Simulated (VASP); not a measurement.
# AlFe3 (Fm-3m) in VASP: further runs, part 2 of 2

VASP 6.6.1. Earlier steps stand in the parts before.

**3. Single point, PBEsol, collinear spin, ferromagnetic start (11.68 Å³/atom)**

This run uses another cell than the first one, of 11.68 Å³/atom.

Contents of INCAR:

```
PREC = Accurate
ENCUT = 520
EDIFF = 1E-7
ISMEAR = 0
SIGMA = 0.1
LREAL = F
LASPH = T
NELM = 150
ALGO = Fast
ISIF = 2
LWAVE = F
LCHARG = T
ISPIN = 2
MAGMOM = 0 2.57 2 2
LORBIT = 11
LMAXMIX = 4
GGA = PS
LELF = T
LVHAR = T
NBANDS = 26
```

Contents of KPOINTS:

```
Automatic mesh
0
Gamma
  12 12 12
```

Contents of POSCAR:

```
AlFe3
1.0
    0.0000000000      2.8588261132      2.8588261132
    2.8588261132      0.0000000000      2.8588261132
    2.8588261132      2.8588261132      0.0000000000
Al Fe
1 3
Direct
    0.0000000000      0.0000000000      0.0000000000
    0.5000000000      0.5000000000      0.5000000000
    0.2500000000      0.2500000000      0.2500000000
    0.7500000000      0.7500000000      0.7500000000
```

Potentials or basis: VASP PAW PBE potentials, release 64 (Al, Fe).

Command:

```sh
cat potpaw_PBE.64/Al/POTCAR potpaw_PBE.64/Fe/POTCAR > POTCAR
mpirun -np 1 vasp_std > vasp.out
```

OUTCAR:

```text
PREC = Accurate
   ENCUT = 520
   EDIFF = 1E-7
   ISMEAR = 0
   LREAL = F
   LASPH = T
   NELM = 150
   ISIF = 2
   ISPIN = 2
   LORBIT = 11
   GGA = PS

 ion  position               nearest neighbor table
   1  0.000  0.000  0.000-   4 2.48   4 2.48   4 2.48   3 2.48   4 2.48   3 2.48   3 2.48   3 2.48
                             2 2.86   2 2.86   2 2.86   2 2.86   2 2.86   2 2.86
   2  0.500  0.500  0.500-   3 2.48   3 2.48   3 2.48   3 2.48   4 2.48   4 2.48   4 2.48   4 2.48
                             1 2.86   1 2.86   1 2.86   1 2.86   1 2.86   1 2.86
   3  0.250  0.250  0.250-   1 2.48   1 2.48   1 2.48   1 2.48   2 2.48   2 2.48   2 2.48   2 2.48
                             4 2.86   4 2.86   4 2.86   4 2.86   4 2.86   4 2.86
   4  0.750  0.750  0.750-   2 2.48   2 2.48   2 2.48   1 2.48   2 2.48   1 2.48   1 2.48   1 2.48
                             3 2.86   3 2.86   3 2.86   3 2.86   3 2.86   3 2.86

  LATTYP: Found a face centered cubic cell.
 ALAT       =     5.7176522264

  Lattice vectors:

 A1 = (   0.0000000000,   2.8588261132,   2.8588261132)
 A2 = (   2.8588261132,   0.0000000000,   2.8588261132)
[... 1559 lines left out ...]
  Direction    XX          YY          ZZ          XY          YZ          ZX
  --------------------------------------------------------------------------------------
  -------------------------------------------------------------------------------------
  Total       -1.5338782     -1.5338782     -1.5338782      0.0000000      0.0000000      0.0000000
  in kB      -52.5906155    -52.5906155    -52.5906155      0.0000000      0.0000000      0.0000000
  external PRESSURE =     -52.5906155 kB  Pullay stress =       0.0000000 kB

 VOLUME and BASIS-vectors are now :
 -----------------------------------------------------------------------------
  energy-cutoff  :      520.00
  volume of cell :       46.73
      direct lattice vectors                 reciprocal lattice vectors
     0.000000000  2.858826113  2.858826113    -0.174896961  0.174896961  0.174896961
     2.858826113  0.000000000  2.858826113     0.174896961 -0.174896961  0.174896961
     2.858826113  2.858826113  0.000000000     0.174896961  0.174896961 -0.174896961

 POSITION                                       TOTAL-FORCE (eV/Angst)
 -----------------------------------------------------------------------------------
      0.00000      0.00000      0.00000         0.000000     -0.000000      0.000000
      2.85883      2.85883      2.85883         0.000000     -0.000000      0.000000
      1.42941      1.42941      1.42941        -0.000000     -0.000000      0.000000
      4.28824      4.28824      4.28824        -0.000000      0.000000     -0.000000
 -----------------------------------------------------------------------------------
    total drift:                                0.000000     -0.000000      0.000000

  FREE ENERGIE OF THE ION-ELECTRON SYSTEM (eV)
  ---------------------------------------------------
  free  energy   TOTEN  =       -31.6257400281 eV

  energy  without entropy=      -31.6128788490  energy(sigma->0) =      -31.61930944

 total charge

# of ion       s       p       d       tot
------------------------------------------
    1        0.411   0.435   0.000   0.846
    2        0.483   0.539   6.233   7.255
    3        0.450   0.536   6.346   7.333
    4        0.450   0.536   6.346   7.333
--------------------------------------------------
tot          1.794   2.047  18.926  22.767

 magnetization (x)

# of ion       s       p       d       tot
------------------------------------------
    1       -0.010  -0.046   0.000  -0.056
    2       -0.010  -0.042   2.399   2.348
    3       -0.009  -0.038   1.894   1.846
    4       -0.009  -0.038   1.894   1.846
--------------------------------------------------
tot         -0.038  -0.163   6.186   5.985
```

Run time: 3.3 min. Hardware: 1 thread of AMD EPYC 9R14 (Zen 4), shared host; peak memory 0.24 GiB.

Results:

```yaml
Free_energy: -31.6257 eV
Pressure: -5.3 GPa
Net_moment: 5.90 μB per cell
Site_moments: Al -0.06; Fe +2.35, +1.85 (each value once) μB
Valence_electrons_inside_the_program's_atomic_spheres: Al 0.85; Fe 7.25, 7.33 (each value once)
```

Levels at points of the mesh, in eV from the Fermi level:
Spin up:
```tsv
k point	band 14	band 15	band 16	band 17	band 18	band 19
(0.00, 0.00, 0.00)	-0.85	-0.48	-0.48	5.69	5.69	5.69
(0.50, 0.00, 0.00)	-1.05	-0.64	-0.64	-0.21	4.66	4.66
(0.50, 0.50, 0.00)	-0.92	-0.92	-0.52	-0.44	-0.44	0.18
```
Spin down:
| k point | band 8 | band 9 | band 10 | band 11 | band 12 | band 13 | band 14 | band 15 |
| --- | --- | --- | --- | --- | --- | --- | --- | --- |
| (0.00, 0.00, 0.00) | -1.21 | -1.21 | 0.90 | 0.90 | 0.90 | 1.55 | 1.55 | 1.60 |
| (0.50, 0.00, 0.00) | -1.14 | -1.14 | -0.27 | -0.16 | -0.16 | 1.32 | 1.32 | 1.52 |
| (0.50, 0.50, 0.00) | -1.21 | -1.09 | -0.03 | -0.03 | 0.25 | 0.85 | 1.12 | 1.51 |

Caveat: the cell stands under tension; the PAW data sets were made with another functional, which shifts forces and pressure a little.

**4. Single point, PBEsol, collinear spin, ferromagnetic start (12.02 Å³/atom)**

This run uses another cell than the first one, of 12.02 Å³/atom.

Contents of INCAR:

```
PREC = Accurate
ENCUT = 520
EDIFF = 1E-6
ISMEAR = 0
SIGMA = 0.1
LREAL = False
LASPH = True
NELM = 150
ALGO = Fast
ISIF = 2
LWAVE = False
LCHARG = True
ISPIN = 2
MAGMOM = 0 2.57 2 2
LORBIT = 11
LMAXMIX = 4
GGA = PS
LELF = True
LVHAR = True
NBANDS = 26
```

Contents of KPOINTS:

```
regular mesh
0
Gamma
  12 12 12
```

Contents of POSCAR:

```
AlFe3
1.0
    0.0000000000      2.8863165122      2.8863165122
    2.8863165122      0.0000000000      2.8863165122
    2.8863165122      2.8863165122      0.0000000000
Al Fe
1 3
Direct
    0.0000000000      0.0000000000      0.0000000000
    0.5000000000      0.5000000000      0.5000000000
    0.2500000000      0.2500000000      0.2500000000
    0.7500000000      0.7500000000      0.7500000000
```

Command:

```sh
cat potpaw_PBE.64/Al/POTCAR potpaw_PBE.64/Fe/POTCAR > POTCAR
mpirun -np 1 vasp_std > vasp.out
```

Run time: 3 min. Hardware: 1 thread of AMD EPYC 9R14 (Zen 4), shared host; peak memory 0.25 GiB.

It converged, with:

```
Free energy                                           : -31.5608 eV
Pressure                                              : -9.9 GPa
Net moment                                            : 6.00 μB per cell
Site moments                                          : Al -0.06; Fe +2.38, +1.89 (each value once) μB
Valence electrons inside the program's atomic spheres : Al 0.83; Fe 7.20, 7.27 (each value once)
```

Levels at points of the mesh, in eV from the Fermi level:
Spin up:
| k point | band 14 | band 15 | band 16 | band 17 | band 18 | band 19 |
| --- | --- | --- | --- | --- | --- | --- |
| (0.00, 0.00, 0.00) | -0.90 | -0.56 | -0.56 | 5.54 | 5.54 | 5.54 |
| (0.50, 0.00, 0.00) | -1.09 | -0.70 | -0.70 | -0.28 | 4.52 | 4.52 |
| (0.50, 0.50, 0.00) | -0.93 | -0.93 | -0.59 | -0.51 | -0.51 | 0.08 |
Spin down:
```csv
k point,band 7,band 8,band 9,band 10,band 11,band 12,band 13,band 14,band 15,band 16
"(0.00, 0.00, 0.00)",-1.15,-1.15,-1.15,0.90,0.90,0.90,1.52,1.52,1.58,1.58
"(0.50, 0.00, 0.00)",-1.36,-1.08,-1.08,-0.25,-0.13,-0.13,1.30,1.30,1.51,1.51
"(0.50, 0.50, 0.00)",-1.20,-1.20,-1.02,-0.01,-0.01,0.30,0.84,1.11,1.47,1.51
```

Caveat: the cell stands under tension; the PAW data sets were made with another functional, which shifts forces and pressure a little.

**5. Overview**

| cell | gap on the mesh (eV) | pressure (GPa) | moment (μB) |
| --- | --- | --- | --- |
| a = 4.003 Å, angles 60.0°, 4 atoms | none | 0.1 | 5.78 |
| a = 4.043 Å, angles 60.0°, 4 atoms | none | -5.3 | 5.90 |
| a = 4.082 Å, angles 60.0°, 4 atoms | none | -9.9 | 6.00 |

Alike in all rows: task single point; level PBEsol; potentials or basis VASP PAW PBE potentials, release 64 (Al, Fe); spin collinear, ferromagnetic start; k mesh 12 × 12 × 12; cutoff (eV) 520; smearing gaussian 0.1 eV.

Caveats: the PAW data sets were made with another functional, which shifts forces and pressure a little; the cell stands under tension (at least some runs).

Total energies depend on the potentials used, so only differences within one code and one set of settings carry meaning.
